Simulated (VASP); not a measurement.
# BN (P-6m2) in VASP: further runs

The runs below take BN through relaxation of shape and atoms at fixed volume, with PBE+D3(BJ).

Everything below comes from runs of VASP 6.6.1. Logs are shortened: lines on timing, memory, paths and dates and some standing lists are left out, and cuts for length are marked.

### 1 The cell of the first run

The structure is hexagonal, space group P-6m2 (No. 187). Conventional cell: a = 2.474 Å, b = 2.474 Å, c = 6.162 Å, α = 90.00°, β = 90.00°, γ = 120.00°. B (site symmetry -6m2) has 3 N at 1.43 Å within 1.9 Å. B (site symmetry -6m2) has 3 N at 1.43 Å within 1.9 Å. Within 1.9 Å of N (site symmetry -6m2) lie 3 B at 1.43 Å. Within 1.9 Å of N (site symmetry -6m2) lie 3 B at 1.43 Å.

### 2 Relaxation of shape and atoms at fixed volume, PBE+D3(BJ) (volume scaled by 0.91)

Input file INCAR:

```
PREC = Accurate
ENCUT = 600
EDIFF = 1E-6
ISMEAR = 0
SIGMA = 0.02
LREAL = F
LASPH = T
NELM = 60
ALGO = Normal
ISIF = 4
LWAVE = F
LCHARG = F
GGA = PE
IVDW = 12
IBRION = 2
NSW = 50
EDIFFG = -0.01
```

Input file KPOINTS:

```
Automatic mesh
0
Gamma
  12 12 4
```

Input file POSCAR:

```
BN
1.0
    2.4737446064      0.0000000000      0.0000000000
   -1.2368723032      2.1423256716      0.0000000000
    0.0000000000      0.0000000000      6.1617843443
B N
2 2
Direct
    0.0000000000      0.0000000000      0.5000000000
    0.3333333333      0.6666666667      0.0000000000
    0.0000000000      0.0000000000      0.0000000000
    0.6666666667      0.3333333333      0.5000000000
```

Potentials or basis: VASP PAW PBE potentials, release 64 (B, N).

Run with:

```sh
$ cat potpaw_PBE.64/B/POTCAR potpaw_PBE.64/N/POTCAR > POTCAR
$ mpirun -np 1 vasp_std > vasp.out
```

OUTCAR:

```text
PREC = Accurate
   ENCUT = 600
   EDIFF = 1E-6
   ISMEAR = 0
   LREAL = F
   LASPH = T
   NELM = 60
   ISIF = 4
   GGA = PE
   IVDW = 12
   IBRION = 2
   NSW = 50
   EDIFFG = -0.01
 IVDW          = 12

 ion  position               nearest neighbor table
   1  0.000  0.000  0.500-   4 1.43   4 1.43   4 1.43
   2  0.333  0.667  0.000-   3 1.43   3 1.43   3 1.43
   3  0.000  0.000  0.000-   2 1.43   2 1.43   2 1.43
   4  0.667  0.333  0.500-   1 1.43   1 1.43   1 1.43

  LATTYP: Found a hexagonal cell.
 ALAT       =     2.4737446064
 C/A-ratio  =     2.4908732811

  Lattice vectors:

 A1 = (   2.4737446064,   0.0000000000,   0.0000000000)
 A2 = (  -1.2368723032,   2.1423256716,   0.0000000000)
 A3 = (   0.0000000000,   0.0000000000,   6.1617843443)

Analysis of symmetry for initial positions (statically):
=====================================================================
 Subroutine PRICEL returns:
 Original cell was already a primitive cell.

 Routine SETGRP: Setting up the symmetry group for a
 hexagonal supercell.

 Subroutine GETGRP returns: Found 12 space group operations
 (whereof 12 operations were pure point group operations)
 out of a pool of 24 trial point group operations.

The static configuration has the point symmetry D_3h.

Analysis of symmetry for dynamics (positions and initial velocities):
=====================================================================
 Subroutine PRICEL returns:
 Original cell was already a primitive cell.

 Routine SETGRP: Setting up the symmetry group for a
 hexagonal supercell.

 Subroutine GETGRP returns: Found 12 space group operations
 (whereof 12 operations were pure point group operations)
 out of a pool of 24 trial point group operations.

The dynamic configuration has the point symmetry D_3h.

 Subroutine INISYM returns: Found 12 space group operations
 (whereof 12 operations are pure point group operations),
 and found     1 'primitive' translations

----------------------------------------------------------------------------------------

                                     Primitive cell

  volume of cell :      32.6548

  direct lattice vectors                    reciprocal lattice vectors
     2.473744606  0.000000000  0.000000000     0.404245449  0.233391219  0.000000000
    -1.236872303  2.142325672  0.000000000     0.000000000  0.466782438  0.000000000
     0.000000000  0.000000000  6.161784344     0.000000000  0.000000000  0.162290652

  length of vectors
     2.473744606  2.473744606  6.161784344     0.466782438  0.466782438  0.162290652

  position of ions in fractional coordinates (direct lattice)
     0.000000000  0.000000000  0.500000000
     0.333333333  0.666666667  0.000000000
     0.000000000  0.000000000  0.000000000
     0.666666667  0.333333333  0.500000000

  ion indices of the primitive-cell ions
   primitive index   ion index
                 1           1
                 2           2
                 3           3
                 4           4

----------------------------------------------------------------------------------------

 KPOINTS: Automatic mesh

Automatic generation of k-mesh.
 Grid dimensions read from file:
 generate k-points for:   12   12    4

 Generating k-lattice:

  Cartesian coordinates                     Fractional coordinates (reciprocal lattice)
     0.033687121  0.019449268  0.000000000     0.083333333 -0.000000000  0.000000000
     0.000000000  0.038898537  0.000000000     0.000000000  0.083333333  0.000000000
     0.000000000  0.000000000  0.040572663     0.000000000  0.000000000  0.250000000

  Length of vectors
     0.038898537  0.038898537  0.040572663

  Shift w.r.t. Gamma in fractional coordinates (k-lattice)
     0.000000000  0.000000000  0.000000000

 Subroutine IBZKPT returns following result:
 ===========================================

 Found     57 irreducible k-points:

 Following reciprocal coordinates:
            Coordinates               Weight
  0.000000  0.000000  0.000000      1.000000
  0.083333 -0.000000  0.000000      6.000000
  0.166667 -0.000000  0.000000      6.000000
  0.250000 -0.000000  0.000000      6.000000
  0.333333  0.000000  0.000000      6.000000
  0.416667 -0.000000  0.000000      6.000000
[... 16 lines left out ...]
  0.250000 -0.000000  0.250000     12.000000
  0.333333  0.000000  0.250000     12.000000
 [... further k-points ...]
   k-points           NKPTS =     57   k-points in BZ     NKDIM =     57   number of bands    NBANDS=     12
   number of dos      NEDOS =    301   number of ions     NIONS =      4
   total plane-waves  NPLWV =  20000
   dimension x,y,z NGX =    20 NGY =   20 NGZ =   50
   dimension x,y,z NGXF=    40 NGYF=   40 NGZF=  100
   ions per type =               2   2
   NGX,Y,Z   is equivalent  to a cutoff of  13.44, 13.44, 13.49 a.u.
   NGXF,Y,Z  is equivalent  to a cutoff of  26.88, 26.88, 26.98 a.u.
 SYSTEM =  unknown system
   PREC   = accura    normal or accurate (medium, high low for compatibility)
   ISTART =      0    job   : 0-new  1-cont  2-samecut
   ICHARG =      2    charge: 1-file 2-atom 10-const
   ISPIN  =      1    spin polarized calculation?
   LNONCOLLINEAR =      F non collinear calculations
   LSORBIT =      F    spin-orbit coupling
   LASPH  =      T    aspherical Exc in radial PAW
   ENCUT  =  600.0 eV  44.10 Ry    6.64 a.u.   4.94  4.94 12.31*2*pi/ulx,y,z
   NELM   =     60;   NELMIN=  2; NELMDL= -5     # of ELM steps
   EDIFF  = 0.1E-05   stopping-criterion for ELM
   LREAL  =      F    real-space projection
   EDIFFG = -.1E-01   stopping-criterion for IOM
   NSW    =     50    number of steps for IOM
   IBRION =      2    ionic relax: 0-MD 1-quasi-New 2-CG
   NFREE  =      1    steps in history (QN), initial steepest desc. (CG)
   ISIF   =      4    stress and relaxation
   ISYM   =      2    0-nonsym 1-usesym 2-fastsym
   POTIM  = 0.5000    time-step for ionic-motion
   TEBEG  =    0.0;   TEEND  =   0.0 temperature during run
   PSTRESS=    0.0 pullay stress
   NELECT =      16.0000    total number of electrons
   NUPDOWN=      -1.0000    fix difference up-down
   EMIN   =  10.00;   EMAX   =-10.00  energy-range for DOS
   EFERMI =   0.00;   METHOD = LEGACY
   ISMEAR =     0;   SIGMA  =   0.02  broadening in eV -4-tet -1-fermi 0-gaus
   EFERMI_NEDOS =   21; number of points for ismear=-14 and -15
   IALGO  =     38    algorithm
   IMIX   =      4    mixing-type and parameters
     AMIX     =   0.40;   BMIX     =  1.00
     AMIX_MAG =   1.60;   BMIX_MAG =  1.00
  volume/ion in A,a.u.               =       8.16        55.09
  Fermi-wavevector in a.u.,A,eV,Ry     =   1.290622  2.438923 22.663310  1.665706
  Thomas-Fermi vector in A             =   2.422443
   LORBIT       =      0    0 simple, 1 ext, 2 COOP (PROOUT), +10 PAW based schemes
   GGA     = PE    functional components
   LHFCALC =     F    Hartree Fock is set to
   AEXX    =    0.0000 exact exchange contribution
   IVDW    =    12    specifies the selected vdW correction
   LEPSILON=     F    determine dielectric tensor
   LRPA    =     F    only Hartree local field effects (RPA)
 conjugate gradient relaxation of ions
 non-spin polarized calculation
 Gauss-broadening in eV      SIGMA  =   0.02
  energy-cutoff  :      600.00
  volume of cell :       32.65
 maximum number of plane-waves:      1113
 NGX is ok and might be reduce to    20
   NGX =  9   NGY =  9   NGZ = 25

--------------------------------------- Ionic step        1  -------------------------------------------

 number of electron      16.0000000 magnetization

 Free energy of the ion-electron system (eV)
  ---------------------------------------------------
  ext. energy  EPLUGINS =         0.00000000
  ---------------------------------------------------
  free energy    TOTEN  =       -35.03066221 eV

  energy without entropy =      -35.03066221  energy(sigma->0) =      -35.03066221

------------------------ aborting loop because EDIFF is reached ----------------------------------------

 Edisp (eV)   -0.63303

 E8    (eV) :    -0.1870

  FORCE on cell =-STRESS in cart. coord.  units (eV):
  Direction    XX          YY          ZZ          XY          YZ          ZX
  --------------------------------------------------------------------------------------
  -------------------------------------------------------------------------------------
  Total       3.20012     3.20012     0.55072     0.00000    -0.00000     0.00000
  in kB     157.01116   157.01116    27.02043     0.00000    -0.00000     0.00000
  external pressure =      113.68 kB  Pullay stress =        0.00 kB
[... 65 lines left out ...]
  energy  without entropy=      -35.6881043381  energy(sigma->0) =      -35.68810434

--------------------------------------- Ionic step        3  -------------------------------------------

 number of electron      15.9999998 magnetization

 Free energy of the ion-electron system (eV)
  ---------------------------------------------------
  ext. energy  EPLUGINS =         0.00000000
  ---------------------------------------------------
  free energy    TOTEN  =       -35.05342453 eV

  energy without entropy =      -35.05342453  energy(sigma->0) =      -35.05342453

 E-fermi :   3.3394     XC(G=0): -10.7211

 val. band max:        3.2025945371   @ k =   0.3333   0.3333   0.5000
 cond. band min:       7.4490217381   @ k =   0.3333   0.3333   0.0000
 fundamental gap:      4.2464272010
 Fermi energy:         3.3393928960

 k-point     1 :       0.0000    0.0000    0.0000
  band No.  band energies     occupation
      1     -14.9057      2.00000
      2     -14.3006      2.00000
      3      -3.6154      2.00000
      4      -0.3937      2.00000
      5       1.6953      2.00000
      6       1.6953      2.00000
      7       1.9124      2.00000
      8       1.9124      2.00000
      9       9.0501      0.00000
     10      14.3805      0.00000
     11      14.6531      0.00000
     12      14.6531      0.00000
[... 331 lines left out ...]
 k-point    24 :       0.3333    0.0000    0.2500
  band No.  band energies     occupation
      1     -12.8283      2.00000
      2     -12.4698      2.00000
      3      -3.9101      2.00000
      4      -3.6554      2.00000
      5      -0.5746      2.00000
      6      -0.3803      2.00000
      7      -0.3473      2.00000
      8       1.4156      2.00000
      9       9.8687      0.00000
     10      10.7471      0.00000
     11      12.6039      0.00000
     12      13.4610      0.00000

 [... further k-points ...]

------------------------ aborting loop because EDIFF is reached ----------------------------------------

 Edisp (eV)   -0.63512

 E8    (eV) :    -0.1880

  FORCE on cell =-STRESS in cart. coord.  units (eV):
  Direction    XX          YY          ZZ          XY          YZ          ZX
  --------------------------------------------------------------------------------------
  -------------------------------------------------------------------------------------
  Total       0.79632     0.79632     0.78816     0.00000     0.00000     0.00000
  in kB      39.07057    39.07057    38.67029     0.00000     0.00000     0.00000
  external pressure =       38.94 kB  Pullay stress =        0.00 kB
[... 19 lines left out ...]
  FREE ENERGIE OF THE ION-ELECTRON SYSTEM (eV)
  ---------------------------------------------------
  free  energy   TOTEN  =       -35.6885490022 eV

  energy  without entropy=      -35.6885490022  energy(sigma->0) =      -35.68854900

 reached required accuracy - stopping structural energy minimisation
```

Wall time 23 s (1 thread of Intel Xeon 6975P-C (Granite Rapids), shared host); peak memory 0.17 GiB.

Results:

- Free energy: -35.6885 eV
- Energy gained by relaxing: 6.2 meV/atom
- Ionic steps: 3
- Pressure after relaxing: 3.9 GPa
- Band gap on the k mesh: 4.25 eV, indirect (least direct gap 4.31 eV)
- Dispersion energy per atom: -0.159 eV

The path:
```csv
step,energy change (eV),largest force (eV/Å),pressure (GPa),volume (Å³)
1,0.0000,0.0000,11.37,32.65
2,-0.0244,0.0000,2.97,32.65
3,-0.0249,0.0000,3.89,32.65
```

Final structure:
```
B N
1.0
     2.49724    0.00000    0.00000
    -1.24862    2.16267    0.00000
     0.00000    0.00000    6.04640
B N
2 2
Direct
  0.00000 0.00000 0.50000
  0.33333 0.66667 0.00000
  0.00000 0.00000 0.00000
  0.66667 0.33333 0.50000
```

Caveat: the cell differs from its parent crystal (volume scaled by 0.91). A k mesh can miss the band edges.

### 3 Relaxation of shape and atoms at fixed volume, PBE+D3(BJ) (volume scaled by 0.94)

Input file INCAR:

```
PREC     = Accurate       # precision mode
ENCUT    = 600            # plane-wave cutoff, eV
EDIFF    = 1E-6           # SCF threshold, eV
ISMEAR   = 0              # smearing method
SIGMA    = 0.02           # smearing width, eV
LREAL    = F              # projectors in reciprocal space
LASPH    = T              # aspherical terms in the spheres
NELM     = 60             # most SCF steps
ALGO     = Normal         # electronic algorithm
ISIF     = 4              # what is computed and relaxed
LWAVE    = F              # write WAVECAR
LCHARG   = F              # write CHGCAR
GGA      = PE             # functional
IVDW     = 12             # dispersion correction
IBRION   = 2              # ionic algorithm
NSW      = 50             # ionic steps
EDIFFG   = -0.01          # ionic threshold
```

Input file KPOINTS:

```
regular mesh
0
Gamma
  12 12 4
```

Input file POSCAR:

```
BN
1.0
    2.4776847124      0.0000000000      0.0000000000
   -1.2388423562      2.1457379035      0.0000000000
    0.0000000000      0.0000000000      6.3446927246
B N
2 2
Direct
    0.0000000000      0.0000000000      0.5000000000
    0.3333333333      0.6666666667      0.0000000000
    0.0000000000      0.0000000000      0.0000000000
    0.6666666667      0.3333333333      0.5000000000
```

Potentials or basis: VASP PAW PBE potentials, release 64 (B, N).

Run with:

```sh
$ cat potpaw_PBE.64/B/POTCAR potpaw_PBE.64/N/POTCAR > POTCAR
$ mpirun -np 1 vasp_std > vasp.out
```

Run time: 28 s. Hardware: 1 thread of Intel Xeon 6975P-C (Granite Rapids), shared host; peak memory 0.17 GiB.

It converged, with:

| Item | Value |
| --- | --- |
| Free energy | -35.7106 eV |
| Energy gained by relaxing | 6.0 meV/atom |
| Ionic steps | 3 |
| Pressure after relaxing | 2.0 GPa |
| Band gap on the k mesh | 4.32 eV, indirect (least direct gap 4.37 eV) |
| Dispersion energy per atom | -0.153 eV |

The path:
```tsv
step	energy change (eV)	largest force (eV/Å)	pressure (GPa)	volume (Å³)
1	0.0000	0.0000	9.28	33.73
2	-0.0238	0.0000	1.33	33.73
3	-0.0241	0.0000	2.04	33.73
```

Final structure:
```
CELL_PARAMETERS angstrom
2.50116 0.00000 0.00000
-1.25058 2.16607 0.00000
0.00000 0.00000 6.22613
ATOMIC_POSITIONS crystal
B 0.00000 0.00000 0.50000
B 0.33333 0.66667 0.00000
N 0.00000 0.00000 0.00000
N 0.66667 0.33333 0.50000
```

Levels at points of the mesh, in eV from the valence-band top:
```tsv
k point	band 6	band 7	band 8	band 9	band 10	band 11
(0.00, 0.00, 0.00)	-1.48	-1.30	-1.30	5.61	10.88	11.45
(0.50, 0.00, 0.00)	-4.10	-1.54	-0.68	4.32	5.73	9.57
(0.00, 0.00, 0.50)	-1.48	-1.30	-1.30	8.28	8.33	11.48
(0.50, 0.00, 0.50)	-4.11	-1.09	-0.92	4.55	4.66	9.83
```

Caveat: the cell differs from its parent crystal (volume scaled by 0.94).
